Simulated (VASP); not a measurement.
Input of a VASP 6.6.1 run:

The input POSCAR:

```
TiO2
1.0
   -2.8725401456      3.0918966510      3.0918966510
    2.8725401456     -3.0918966510      3.0918966510
    2.8725401456      3.0918966510     -3.0918966510
Ti O
4 8
Direct
    0.5000000000      0.7500000000      0.7500000000
    0.5000000000      0.2500000000      0.2500000000
    0.0000000000      0.0000000000      0.5000000000
    0.0000000000      0.5000000000      0.0000000000
    0.3017679538      0.3017679538      0.5000000000
    0.1982320462      0.2500000000      0.9482320462
    0.3017679538      0.8017679538      0.0000000000
    0.8017679538      0.2500000000      0.5517679538
    0.1982320462      0.7500000000      0.4482320462
    0.8017679538      0.7500000000      0.0517679538
    0.6982320462      0.1982320462      1.0000000000
    0.6982320462      0.6982320462      0.5000000000
```

INCAR.step1

```
SYSTEM = TiO2
  ALGO = Normal
  EDIFF = 1E-4
  ENCUT = 520
  GGA = PE
  ISMEAR = 0
  LASPH = .TRUE.
  LCHARG = .FALSE.
  LREAL = .FALSE.
  LWAVE = .TRUE.
  NBANDS = 60
  NELM = 100
  PREC = Accurate
  SIGMA = 0.02
```

Contents of INCAR.step2:

```
SYSTEM = TiO2
  ALGO = Normal
  EDIFF = 1E-6
  ENCUT = 520
  ISIF = 2
  ISMEAR = 0
  ISTART = 1
  LASPH = .TRUE.
  LCHARG = .FALSE.
  LMIXTAU = .TRUE.
  LREAL = .FALSE.
  LWAVE = .FALSE.
  METAGGA = R2SCAN
  NBANDS = 60
  NELM = 100
  PREC = Accurate
  SIGMA = 0.02
```

The input KPOINTS:

```
k-points
0
G
  6 6 6
  0 0 0
```

Potentials or basis: VASP PAW PBE potentials, release 64 (Ti_sv, O).

Command:

```bash
$ cat potpaw_PBE.64/Ti_sv/POTCAR potpaw_PBE.64/O/POTCAR > POTCAR
$ cp INCAR.step1 INCAR
$ mpirun -np 1 vasp_std > vasp.out
$ cp INCAR.step2 INCAR
$ mpirun -np 1 vasp_std > vasp.out
```

Task: What does it give for the largest force?

Result: 0.014 eV/Å.

Task: Predict the band gap on the k mesh.

Result: 2.46 eV.

Task: Predict the pressure.

Result: 42.2 GPa.

Forces on the atoms (eV/Å):
```
Ti   0.000  0.000  0.000
Ti   0.000  0.000  0.000
Ti   0.000  0.000  0.000
Ti   0.000  0.000  0.000
O    0.000  0.000 -0.014
O    0.000  0.014  0.000
O    0.000  0.000 -0.014
O    0.000 -0.014  0.000
O    0.000  0.014  0.000
O    0.000 -0.014  0.000
O    0.000  0.000  0.014
O    0.000  0.000  0.014
```

Caveat: the cell stands under pressure; the PAW data sets were made with another functional, which shifts forces and pressure a little. A k mesh can miss the band edges.
